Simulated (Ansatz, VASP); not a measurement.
**LiBe in VASP and in Ansatz**

INCAR

```
SYSTEM = LiBe
ALGO = Fast
EDIFF = 1E-7
EDIFFG = -0.01
ENCUT = 600
GGA = PE
IBRION = 2
ISIF = 3
ISMEAR = 0
LASPH = .True.
LCHARG = .False.
LREAL = .False.
LWAVE = .False.
NELM = 100
NSW = 100
PREC = Accurate
SIGMA = 0.1
```

KPOINTS

```
k-points
0
Gamma
  18 18 18
  0 0 0
```

Contents of POSCAR:

```
LiBe
1.0
    0.0000000000      2.7431047868      2.7431047868
    2.7431047868      0.0000000000      2.7431047868
    2.7431047868      2.7431047868      0.0000000000
Li Be
1 1
Direct
    0.2500000000      0.2500000000      0.2500000000
    0.0000000000      0.0000000000      0.0000000000
```

Input for Ansatz:

```yaml
crystal:
  lattice:
    - [0.0, 2.7431047868, 2.7431047868]
    - [2.7431047868, 0.0, 2.7431047868]
    - [2.7431047868, 2.7431047868, 0.0]
  atoms:
    - { symbol: Li, position: [0.25, 0.25, 0.25] }
    - { symbol: Be, position: [0.0, 0.0, 0.0] }
basis:
  ecutwfc: 420
kpoints:
  mp_grid: { grid: [18, 18, 18] }
hamiltonian:
  xc: pbe
scf:
  occupations: { method: gaussian, width: 0.1 }
output:
  forces: true
  stress: true
  eigenvalues: true
  write_density: true
  write_potential: true
  elf: true
  volumetric_format: npy
relax:
  adjacent_minimum: "off"
  f_tol: 0.01
  max_steps: 80
  cell: { stress_tol: 0.05 }
```

Alike in both runs: task relaxation of cell and atoms; functional PBE; k mesh 18 × 18 × 18; occupations gaussian, width 0.1 eV; no spin polarisation.

```csv
,VASP,Ansatz
version,VASP 6.6.1,Ansatz 0.2.0
potentials or method,"VASP PAW PBE potentials, release 64 (Li_sv, Be), cutoff 600 eV","scalar-relativistic, plane waves, PAW"
valence electrons in the cell,5,5
```

|  | VASP | Ansatz | Ansatz less VASP |
| --- | --- | --- | --- |
| gap on the k mesh at the Fermi level, each at its own relaxed structure (eV) | none | none | - |
| relaxed volume (Å³/atom) | 21.07 | 21.13 | +0.060 |
| relaxed length of the cell vector where the two differ most in proportion (Å) | 3.906 | 3.910 | +0.0037 |

A gap of «none» marks a metal or a gap that the smearing closes.

Noted on VASP's run: the cutoff is under 1.25 times that of the potentials, so the pressure is a little rough.
